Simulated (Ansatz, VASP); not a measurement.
**One calculation of Ni, two programs**

File INCAR:

```
SYSTEM = Ni
  PREC = Accurate
  ENCUT = 600
  EDIFF = 1E-6
  ISMEAR = -1
  SIGMA = 0.05
  LREAL = .False.
  LASPH = .True.
  NELM = 150
  ALGO = Normal
  ISIF = 3
  LWAVE = .False.
  LCHARG = .False.
  ISPIN = 2
  MAGMOM = 0.8
  LORBIT = 11
  LMAXMIX = 4
  GGA = B5
  ALDAX = 1.0
  AGGAX = 1.0
  AGGAC = 1.0
  ALDAC = 0.0
  IBRION = 2
  NSW = 80
  EDIFFG = -0.01
```

The input KPOINTS:

```
Automatic mesh
0
Gamma
  14 14 14
  0 0 0
```

Contents of POSCAR:

```
Ni
1.0
    2.2775907947      0.0000000000      0.0000000000
    0.0000000000      2.2775907947      0.0000000000
    0.0000000000      0.0000000000      2.2775907947
Ni
1
Direct
    0.0000000000      0.0000000000      0.0000000000
```

Input for Ansatz:

```yaml
crystal:
  lattice:
    - [2.2775907947, 0.0, 0.0]
    - [0.0, 2.2775907947, 0.0]
    - [0.0, 0.0, 2.2775907947]
  atoms:
    - { symbol: Ni, position: [0.0, 0.0, 0.0], spin: 0.8 }
hamiltonian:
  xc: blyp
  pseudopotentials:
    kind: paw
    azcp:
      Ni: "pseudopotentials/Ni.paw.azcp"
basis:
  ecutwfc: 420
  fft_grid_basis: typed
kpoints:
  mp_grid: { grid: [14, 14, 14], shift: [0, 0, 0] }
magnetization:
  spin_polarized: true
scf:
  occupations: { method: fermi_dirac, width: 0.05 }
relax:
  max_steps: 60
  f_tol: 0.01
  cell: {}
output:
  write_density: true
  write_potential: true
  elf: true
  volumetric_format: npy
```

Alike in both runs: task relaxation of cell and atoms; functional BLYP; k mesh 14 × 14 × 14; occupations fermi-dirac, width 0.05 eV; collinear spin.

|  | VASP | Ansatz |
| --- | --- | --- |
| version | VASP 6.6.1 | Ansatz 0.2.0 |
| potentials or method | VASP PAW PBE potentials, release 64 (Ni), cutoff 600 eV | plane waves (420 eV) with PAW, scalar-relativistic |
| valence electrons in the cell | 10 | 18 |

|  | VASP | Ansatz | Ansatz less VASP |
| --- | --- | --- | --- |
| net moment per atom (μB) | 0.48 | 0.49 | +0.011 |
| size of the moment on the site where the two differ most (μB) | 0.48 | 0.51 | +0.021 |
| relaxed volume (Å³/atom) | 13.28 | 13.28 | 0.000 |
| relaxed length of the cell vector where the two differ most in proportion (Å) | 2.368 | 2.368 | 0.0000 |

VASP's potentials were made for PBE, not for BLYP. Site moments also hang on the region over which each program counts them. VASP's potentials hold 10 valence electrons a cell and Ansatz's 18, so a difference there can come from the potentials and not from the codes.
